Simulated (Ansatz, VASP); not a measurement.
Ge in VASP and in Ansatz

The input INCAR:

```
PREC     = Accurate       # precision mode
ENCUT    = 520            # plane-wave cutoff, eV
EDIFF    = 1E-6           # SCF threshold, eV
ISMEAR   = 0              # smearing method
SIGMA    = 0.15           # smearing width, eV
LREAL    = False          # projectors in reciprocal space
LASPH    = True           # aspherical terms in the spheres
NELM     = 100            # most SCF steps
ALGO     = Normal         # electronic algorithm
ISIF     = 2              # what is computed and relaxed
LWAVE    = False          # write WAVECAR
LCHARG   = True           # write CHGCAR
GGA      = PS             # functional
LELF     = True           # ELF
LVHAR    = True         
NBANDS   = 21             # bands
```

Contents of KPOINTS:

```
regular mesh
0
Gamma
  24 24 24
```

Contents of POSCAR:

```
Ge
1.0
   -2.5630127546      2.5630127546      1.3966622730
    2.5630127546     -2.5630127546      1.3966622730
    2.5630127546      2.5630127546     -1.3966622730
Ge
2
Direct
    0.2365751368      0.7365751368      0.5000000000
    0.5134248632      0.5134248632      0.0000000000
```

Input for Ansatz:

```yaml
crystal:
  lattice:
    - [-2.5630127546, 2.5630127546, 1.396662273]
    - [2.5630127546, -2.5630127546, 1.396662273]
    - [2.5630127546, 2.5630127546, -1.396662273]
  atoms:
    - { symbol: Ge, position: [0.2365751368, 0.7365751368, 0.5] }
    - { symbol: Ge, position: [0.5134248632, 0.5134248632, 0.0] }
basis:
  ecutwfc: 420
kpoints:
  mp_grid: { grid: [24, 24, 24] }
hamiltonian:
  xc: pbesol
scf:
  occupations: { method: gaussian, width: 0.15 }
output:
  forces: true
  stress: true
  eigenvalues: true
```

Change from the starting cell: mode 4 (71.1 1/cm) frozen in, largest displacement +0.037 Å.

Alike in both runs: task single point; functional PBEsol; k mesh 24 × 24 × 24; occupations gaussian, width 0.15 eV; no spin polarisation.

|  | VASP | Ansatz |
| --- | --- | --- |
| version | VASP 6.6.1 | Ansatz 0.2.0 |
| potentials or method | VASP PAW PBE potentials, release 64 (Ge_d), cutoff 520 eV | scalar-relativistic, plane waves, PAW |
| valence electrons in the cell | 28 | 28 |

VASP gave:

- gap on the k mesh at the Fermi level (eV): none
- pressure (GPa): -0.1
- traceless stress, the component that is largest in VASP (GPa): -1.10
- rms of the force components (eV/Å): 0.029

Problem. Estimate Ansatz's values.

Solution. gap on the k mesh at the Fermi level (eV): none; pressure (GPa): 0.0; traceless stress, the component that is largest in VASP (GPa): -1.09; rms of the force components (eV/Å): 0.029.

VASP's potentials were made for PBE, not for PBEsol. Atom by atom the forces differ by 0.000 eV/Å (rms over components). A gap of «none» marks a metal or a gap that the smearing closes. The functional is the same, so the differences come from potentials, cutoffs and numerics.
